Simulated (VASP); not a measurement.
# Al (P6_3/mmc) in VASP: further runs

Runs on Al. Level: r2SCAN. Tasks: single point.

All numbers are computed with VASP 6.6.1; they aren't measurements. Logs are shortened: lines on timing, memory, paths and dates and some standing lists are left out, and cuts for length are marked.

## Step 1: The cell of the first run

It takes space group P6_3/mmc (No. 194, hexagonal). The conventional cell has a = 2.735 Å, b = 2.735 Å, c = 4.733 Å, α = 90.00°, β = 90.00°, γ = 120.00°. Al (site symmetry -6m2) has 12 Al at 2.74 to 2.85 Å within 3.6 Å.

## Step 2: Single point, r2SCAN

POSCAR reads:

```
Al
1.0
    2.7353623072      0.0000000000      0.0000000000
   -1.3676816399      2.3688937553      0.0000000000
    0.0000000000      0.0000000000      4.7334439289
Al
2
Direct
    0.6666666667      0.3333333333      0.7500000000
    0.3333333333      0.6666666667      0.2500000000
```

INCAR.step1 reads:

```
SYSTEM = Al
PREC = Accurate ; ENCUT = 520
ISMEAR = -1 ; SIGMA = 0.1
LREAL = .FALSE. ; LASPH = .TRUE.
NELM = 60 ; NBANDS = 10
GGA = PE ; ALGO = Normal
EDIFF = 1E-4 ; LWAVE = .TRUE.
LCHARG = .FALSE.
```

INCAR.step2 reads:

```
SYSTEM = Al
PREC = Accurate ; ENCUT = 520
EDIFF = 1E-6 ; ISMEAR = -1
SIGMA = 0.1 ; LREAL = .FALSE.
LASPH = .TRUE. ; NELM = 60
ALGO = Normal ; ISIF = 2
LWAVE = .FALSE. ; LCHARG = .FALSE.
METAGGA = R2SCAN ; LMIXTAU = .TRUE.
NBANDS = 10 ; ISTART = 1
```

KPOINTS reads:

```
Automatic mesh
0
G
  12 12 6
  0 0 0
```

Potentials or basis: VASP PAW PBE potentials, release 64 (Al).

The run is started by

```sh
$ cat potpaw_PBE.64/Al/POTCAR > POTCAR
$ cp INCAR.step1 INCAR
$ mpirun -np 1 vasp_std > vasp.out
$ cp INCAR.step2 INCAR
$ mpirun -np 1 vasp_std > vasp.out
```

OUTCAR:

```text
SYSTEM = Al
   PREC = Accurate
   ENCUT = 520
   EDIFF = 1E-6
   ISMEAR = -1
   LREAL = .FALSE.
   LASPH = .TRUE.
   NELM = 60
   ISIF = 2
   METAGGA = R2SCAN
   ISTART = 1

 ion  position               nearest neighbor table
   1  0.667  0.333  0.750-   2 2.85   2 2.85   2 2.85   2 2.85   2 2.85   2 2.85
   2  0.333  0.667  0.250-   1 2.85   1 2.85   1 2.85   1 2.85   1 2.85   1 2.85

  LATTYP: Found a hexagonal cell.
 ALAT       =     2.7353623072
 C/A-ratio  =     1.7304632430

  Lattice vectors:

 A1 = (   2.7353623072,   0.0000000000,   0.0000000000)
 A2 = (  -1.3676816399,   2.3688937553,   0.0000000000)
 A3 = (   0.0000000000,   0.0000000000,   4.7334439289)

Analysis of symmetry for initial positions (statically):
=====================================================================
 Subroutine PRICEL returns:
 Original cell was already a primitive cell.

 Routine SETGRP: Setting up the symmetry group for a
 hexagonal supercell.

 Subroutine GETGRP returns: Found 24 space group operations
 (whereof 12 operations were pure point group operations)
 out of a pool of 24 trial point group operations.

The static configuration has the point symmetry D_3d.
 The point group associated with its full space group is D_6h.

Analysis of symmetry for dynamics (positions and initial velocities):
=====================================================================
 Subroutine PRICEL returns:
 Original cell was already a primitive cell.

 Routine SETGRP: Setting up the symmetry group for a
 hexagonal supercell.

 Subroutine GETGRP returns: Found 24 space group operations
 (whereof 12 operations were pure point group operations)
 out of a pool of 24 trial point group operations.

The dynamic configuration has the point symmetry D_3d.
 The point group associated with its full space group is D_6h.

 Subroutine INISYM returns: Found 24 space group operations
 (whereof 12 operations are pure point group operations),
 and found     1 'primitive' translations

----------------------------------------------------------------------------------------

                                     Primitive cell

  volume of cell :      30.6717

  direct lattice vectors                    reciprocal lattice vectors
     2.735362307  0.000000000  0.000000000     0.365582284  0.211069060  0.000000000
    -1.367681640  2.368893755  0.000000000     0.000000000  0.422137970  0.000000000
     0.000000000  0.000000000  4.733443929     0.000000000  0.000000000  0.211262669

[... 88 lines left out ...]
   NFREE  =      0    steps in history (QN), initial steepest desc. (CG)
   ISIF   =      2    stress and relaxation
   ISYM   =      2    0-nonsym 1-usesym 2-fastsym
   POTIM  = 0.5000    time-step for ionic-motion
   TEBEG  =    0.0;   TEEND  =   0.0 temperature during run
   PSTRESS=    0.0 pullay stress
   NELECT =       6.0000    total number of electrons
   NUPDOWN=      -1.0000    fix difference up-down
   EMIN   =  10.00;   EMAX   =-10.00  energy-range for DOS
   EFERMI =   0.00;   METHOD = LEGACY
   ISMEAR =    -1;   SIGMA  =   0.10  broadening in eV -4-tet -1-fermi 0-gaus
   EFERMI_NEDOS =   21; number of points for ismear=-14 and -15
   IALGO  =     38    algorithm
   IMIX   =      4    mixing-type and parameters
     AMIX     =   0.40;   BMIX     =  1.00
     AMIX_MAG =   1.60;   BMIX_MAG =  1.00
  volume/ion in A,a.u.               =      15.34       103.49
  Fermi-wavevector in a.u.,A,eV,Ry     =   0.950341  1.795884 12.288068  0.903148
  Thomas-Fermi vector in A             =   2.078708
   LORBIT       =      0    0 simple, 1 ext, 2 COOP (PROOUT), +10 PAW based schemes
   METAGGA = R2SCAN    functional components
   LHFCALC =     F    Hartree Fock is set to
   AEXX    =    0.0000 exact exchange contribution
   IVDW    =     0    specifies the selected vdW correction
   LEPSILON=     F    determine dielectric tensor
   LRPA    =     F    only Hartree local field effects (RPA)
 non-spin polarized calculation
  energy-cutoff  :      520.00
  volume of cell :       30.67
 maximum number of plane-waves:       845
   NGX = 11   NGY = 11   NGZ = 17

 number of electron       6.0000000 magnetization

 Free energy of the ion-electron system (eV)
  ---------------------------------------------------
  ext. energy  EPLUGINS =         0.00000000
  ---------------------------------------------------
  free energy    TOTEN  =       -13.37864191 eV

  energy without entropy =      -13.35493750  energy(sigma->0) =      -13.36678971

 E-fermi :   8.7926     XC(G=0): -11.1855

 val. band max:        8.7634088293   @ k =   0.4167   0.0833   0.0000
 cond. band min:       8.7927348038   @ k =   0.3333   0.0833   0.5000
 fundamental gap:      0.0293259745
 Fermi energy:         8.7925518205

 k-point     1 :       0.0000    0.0000    0.0000
  band No.  band energies     occupation
      1      -3.5763      2.00000
      2       3.1540      2.00000
      3       3.4054      2.00000
      4      20.9716      0.00000
      5      21.6654      0.00000
      6      21.6654      0.00000
      7      21.8091      0.00000
      8      21.8091      0.00000
      9      23.1074      0.00000
     10      25.4447      0.00000
[... 287 lines left out ...]
 k-point    24 :       0.3333    0.0000    0.1667
  band No.  band energies     occupation
      1      -0.3139      2.00000
      2       4.1484      2.00000
      3       8.0213      1.99911
      4       9.3131      0.01091
      5      12.9353      0.00000
      6      16.6659      0.00000
      7      16.7758      0.00000
      8      18.8813      0.00000
      9      20.7128      0.00000
     10      21.4180      0.00000

 [... further k-points ...]

------------------------ aborting loop because EDIFF is reached ----------------------------------------

  FORCE on cell =-STRESS in cart. coord.  units (eV):
  Direction    XX          YY          ZZ          XY          YZ          ZX
  --------------------------------------------------------------------------------------
  -------------------------------------------------------------------------------------
  Total        1.1789297      1.1789303      0.0038906     -0.0000002     -0.0000000      0.0000000
  in kB       61.5829985     61.5830249      0.2032331     -0.0000126     -0.0000000      0.0000000
  external PRESSURE =      41.1230855 kB  Pullay stress =       0.0000000 kB

 VOLUME and BASIS-vectors are now :
 -----------------------------------------------------------------------------
  energy-cutoff  :      520.00
  volume of cell :       30.67
      direct lattice vectors                 reciprocal lattice vectors
     2.735362307  0.000000000  0.000000000     0.365582284  0.211069060  0.000000000
    -1.367681640  2.368893755  0.000000000     0.000000000  0.422137970  0.000000000
     0.000000000  0.000000000  4.733443929     0.000000000  0.000000000  0.211262669

 POSITION                                       TOTAL-FORCE (eV/Angst)
 -----------------------------------------------------------------------------------
      1.36768      0.78963      3.55008        -0.000000      0.000000      0.000000
     -0.00000      1.57926      1.18336         0.000000     -0.000000      0.000000
 -----------------------------------------------------------------------------------
    total drift:                                0.000000     -0.000000     -0.000000

  FREE ENERGIE OF THE ION-ELECTRON SYSTEM (eV)
  ---------------------------------------------------
  free  energy   TOTEN  =       -13.3786419118 eV

  energy  without entropy=      -13.3549374982  energy(sigma->0) =      -13.36678971
```

OSZICAR.step1:

```text
N       E                     dE             d eps       ncg     rms          rms(c)
DAV:   1    -0.100597724933E+00   -0.10060E+00   -0.23623E+03  1520   0.476E+02
DAV:   2    -0.725559828313E+01   -0.71550E+01   -0.68366E+01  2028   0.540E+01
DAV:   3    -0.741760998647E+01   -0.16201E+00   -0.16060E+00  2036   0.660E+00
DAV:   4    -0.741832568662E+01   -0.71570E-03   -0.71564E-03  1858   0.498E-01
DAV:   5    -0.741833191406E+01   -0.62274E-05   -0.62270E-05  1868   0.485E-02    0.202E+00
DAV:   6    -0.738786327940E+01    0.30469E-01   -0.27051E-03  1730   0.285E-01    0.117E+00
DAV:   7    -0.736630362641E+01    0.21560E-01   -0.78214E-03  1590   0.449E-01    0.186E-01
DAV:   8    -0.736620057356E+01    0.10305E-03   -0.96904E-05  1920   0.577E-02    0.408E-02
DAV:   9    -0.736619666745E+01    0.39061E-05   -0.22232E-06   856   0.841E-03
   1 F= -.73661967E+01 E0= -.73529468E+01  d E =-.264997E-01
```

Run time: 60 s. Hardware: 1 thread of AMD EPYC 7R43 (Zen 3), shared host; peak memory 0.11 GiB.

Results:

```
Free energy            : -13.3786 eV
Pressure               : 4.1 GPa
Band gap on the k mesh : zero (band 3 reaches 12.85 eV, above the bottom of band 4 at 5.51 eV)
```

Caveat: the PAW data sets were made with another functional, which shifts forces and pressure a little.

## Step 3: Single point, r2SCAN

This run uses another cell than the first one, of 15.78 Å³/atom, 1.029 times its volume.

POSCAR reads:

```
Al
1.0
    2.7615396137      0.0000000000      0.0000000000
   -1.3807702978      2.3915639725      0.0000000000
    0.0000000000      0.0000000000      4.7787427954
Al
2
Direct
    0.6666666667      0.3333333333      0.7500000000
    0.3333333333      0.6666666667      0.2500000000
```

INCAR.step1 reads:

```
ALGO     = Normal         # electronic algorithm
EDIFF    = 1E-4           # SCF threshold, eV
ENCUT    = 520            # plane-wave cutoff, eV
GGA      = PE             # functional
ISMEAR   = -1             # smearing method
LASPH    = True           # aspherical terms in the spheres
LCHARG   = False          # write CHGCAR
LREAL    = False          # projectors in reciprocal space
LWAVE    = True           # write WAVECAR
NBANDS   = 10             # bands
NELM     = 60             # most SCF steps
PREC     = Accurate       # precision mode
SIGMA    = 0.1            # smearing width, eV
```

INCAR.step2 reads:

```
ALGO     = Normal         # electronic algorithm
EDIFF    = 1E-7           # SCF threshold, eV
ENCUT    = 520            # plane-wave cutoff, eV
ISIF     = 2              # what is computed and relaxed
ISMEAR   = -1             # smearing method
ISTART   = 1            
LASPH    = True           # aspherical terms in the spheres
LCHARG   = False          # write CHGCAR
LMIXTAU  = True         
LREAL    = False          # projectors in reciprocal space
LWAVE    = False          # write WAVECAR
METAGGA  = R2SCAN         # meta-GGA
NBANDS   = 10             # bands
NELM     = 60             # most SCF steps
PREC     = Accurate       # precision mode
SIGMA    = 0.1            # smearing width, eV
```

KPOINTS reads:

```
k-points
0
Gamma
  12 12 6
```

Potentials or basis: VASP PAW PBE potentials, release 64 (Al).

The run is started by

```sh
$ cat potpaw_PBE.64/Al/POTCAR > POTCAR
$ cp INCAR.step1 INCAR
$ mpirun -np 1 vasp_std > vasp.out
$ cp INCAR.step2 INCAR
$ mpirun -np 1 vasp_std > vasp.out
```

Run time: 90 s. Hardware: 1 thread of AMD EPYC 7R43 (Zen 3), shared host; peak memory 0.12 GiB.

The run converged. Its results:

```yaml
Free_energy: -13.3931 eV
Pressure: 1.2 GPa
Band_gap_on_the_k_mesh: zero (band 3 reaches 12.48 eV, above the bottom of band 4 at 5.23 eV)
```

Stress tensor (GPa, compression positive):
```
 2.98  0.00  0.00
 0.00  2.98  0.00
 0.00  0.00 -2.33
```

Levels at points of the mesh, in eV from the Fermi level:
| k point | band 1 | band 2 | band 3 | band 4 | band 5 | band 6 | band 7 |
| --- | --- | --- | --- | --- | --- | --- | --- |
| (0.00, 0.00, 0.00) | -12.16 | -5.51 | -5.34 | 12.04 | 12.69 | 12.70 | 12.75 |
| (0.50, 0.00, 0.00) | -5.53 | -5.43 | 0.61 | 0.83 | 1.31 | 1.70 | 7.01 |
| (0.00, 0.00, 0.50) | -10.45 | -10.45 | 2.63 | 2.63 | 13.55 | 13.55 | 13.55 |
| (0.50, 0.00, 0.50) | -4.30 | -4.30 | -3.25 | -3.25 | 7.89 | 7.89 | 8.46 |

Caveat: the PAW data sets were made with another functional, which shifts forces and pressure a little.

## Step 4: Single point, r2SCAN

This run uses another cell than the first one, of 16.22 Å³/atom, 1.058 times its volume.

POSCAR reads:

```
Al
1.0
    2.7872298295      0.0000000000      0.0000000000
   -1.3936154103      2.4138123568      0.0000000000
    0.0000000000      0.0000000000      4.8231987697
Al
2
Direct
    0.6666666667      0.3333333333      0.7500000000
    0.3333333333      0.6666666667      0.2500000000
```

INCAR.step1 reads:

```
PREC = Accurate
ENCUT = 520
ISMEAR = -1
SIGMA = 0.1
LREAL = F
LASPH = T
NELM = 100
NBANDS = 10
GGA = PE
ALGO = Normal
EDIFF = 1E-4
LWAVE = T
LCHARG = F
```

INCAR.step2 reads:

```
PREC = Accurate
ENCUT = 520
EDIFF = 1E-6
ISMEAR = -1
SIGMA = 0.1
LREAL = F
LASPH = T
NELM = 100
ALGO = Normal
ISIF = 2
LWAVE = F
LCHARG = F
METAGGA = R2SCAN
LMIXTAU = T
NBANDS = 10
ISTART = 1
```

KPOINTS reads:

```
regular mesh
0
Gamma
  12 12 6
```

The run is started by

```sh
$ cat potpaw_PBE.64/Al/POTCAR > POTCAR
$ cp INCAR.step1 INCAR
$ mpirun -np 1 vasp_std > vasp.out
$ cp INCAR.step2 INCAR
$ mpirun -np 1 vasp_std > vasp.out
```

It took 78 s on 1 thread of AMD EPYC 7R43 (Zen 3), shared host; peak memory 0.13 GiB.

It converged, with:

```
Free energy            : -13.3925 eV
Pressure               : -1.3 GPa
Band gap on the k mesh : zero (band 3 reaches 12.14 eV, above the bottom of band 4 at 4.96 eV)
```

Stress tensor (GPa, compression positive):
```
 0.24  0.00  0.00
 0.00  0.24  0.00
 0.00  0.00 -4.35
```

Levels at points of the mesh, in eV from the Fermi level:
| k point | band 1 | band 2 | band 3 | band 4 | band 5 | band 6 |
| --- | --- | --- | --- | --- | --- | --- |
| (0.00, 0.00, 0.00) | -11.97 | -5.39 | -5.30 | 11.91 | 12.49 | 12.49 |
| (0.50, 0.00, 0.00) | -5.42 | -5.36 | 0.61 | 0.77 | 1.35 | 1.63 |
| (0.00, 0.00, 0.50) | -10.28 | -10.28 | 2.58 | 2.58 | 13.38 | 13.38 |
| (0.50, 0.00, 0.50) | -4.21 | -4.21 | -3.22 | -3.22 | 7.84 | 7.84 |

Caveat: the PAW data sets were made with another functional, which shifts forces and pressure a little.

## Step 5: Single point, r2SCAN

This run uses another cell than the first one, of 16.67 Å³/atom, 1.087 times its volume.

POSCAR reads:

```
Al
1.0
    2.8124550000      0.0000000000      0.0000000000
   -1.4062280000      2.4356580000      0.0000000000
    0.0000000000      0.0000000000      4.8668500000
Al
2
Direct
    0.6666666667      0.3333333333      0.7500000000
    0.3333333333      0.6666666667      0.2500000000
```

INCAR.step1 reads:

```
  PREC = Accurate
  ENCUT = 520
  ISMEAR = -1
  SIGMA = 0.1
  LREAL = F
  LASPH = T
  NELM = 60
  NBANDS = 10
  GGA = PE
  ALGO = Normal
  EDIFF = 1E-4
  LWAVE = T
  LCHARG = F
```

INCAR.step2 reads:

```
  PREC = Accurate
  ENCUT = 520
  EDIFF = 1E-7
  ISMEAR = -1
  SIGMA = 0.1
  LREAL = F
  LASPH = T
  NELM = 60
  ALGO = Normal
  ISIF = 2
  LWAVE = F
  LCHARG = F
  METAGGA = R2SCAN
  LMIXTAU = T
  NBANDS = 10
  ISTART = 1
```

KPOINTS reads:

```
Automatic mesh
0
Gamma
  12 12 6
```

The run is started by

```sh
$ cat potpaw_PBE.64/Al/POTCAR > POTCAR
$ cp INCAR.step1 INCAR
$ mpirun -np 1 vasp_std > vasp.out
$ cp INCAR.step2 INCAR
$ mpirun -np 1 vasp_std > vasp.out
```

Run time: 89 s. Hardware: 1 thread of AMD EPYC 7R43 (Zen 3), shared host; peak memory 0.13 GiB.

It converged, with:

| Quantity | Value |
| --- | --- |
| Free energy | -13.3791 eV |
| Pressure | -3.4 GPa |
| Band gap on the k mesh | zero (band 3 reaches 11.81 eV, above the bottom of band 4 at 4.71 eV) |

Stress tensor (GPa, compression positive):
```
-2.10  0.00  0.00
 0.00 -2.10  0.00
 0.00  0.00 -6.08
```

Levels at points of the mesh, in eV from the Fermi level:
```tsv
k point	band 1	band 2	band 3	band 4	band 5	band 6	band 7	band 8
(0.00, 0.00, 0.00)	-11.77	-5.27	-5.25	11.78	12.25	12.25	12.36	12.36
(0.50, 0.00, 0.00)	-5.32	-5.29	0.62	0.73	1.39	1.56	6.70	8.44
(0.00, 0.00, 0.50)	-10.12	-10.12	2.54	2.54	13.21	13.21	13.21	13.21
(0.50, 0.00, 0.50)	-4.12	-4.12	-3.20	-3.20	7.79	7.79	8.12	8.12
```

Caveat: the PAW data sets were made with another functional, which shifts forces and pressure a little.

## Step 6: Overview

```tsv
cell	gap on the mesh (eV)	pressure (GPa)
a = 2.735, b = 2.735, c = 4.733 Å, angles 90.0, 90.0, 120.0°, 2 atoms	none	4.1
a = 2.762, b = 2.762, c = 4.779 Å, angles 90.0, 90.0, 120.0°, 2 atoms	none	1.2
a = 2.787, b = 2.787, c = 4.823 Å, angles 90.0, 90.0, 120.0°, 2 atoms	none	-1.3
a = 2.812, b = 2.812, c = 4.867 Å, angles 90.0, 90.0, 120.0°, 2 atoms	none	-3.4
```

Alike in all rows: task single point; level r2SCAN; potentials or basis VASP PAW PBE potentials, release 64 (Al); no spin polarisation; k mesh 12 × 12 × 6; cutoff (eV) 520; smearing fermi-dirac 0.1 eV.

Caveats: the PAW data sets were made with another functional, which shifts forces and pressure a little.

Absolute energies hang on the potentials; compare differences alone.
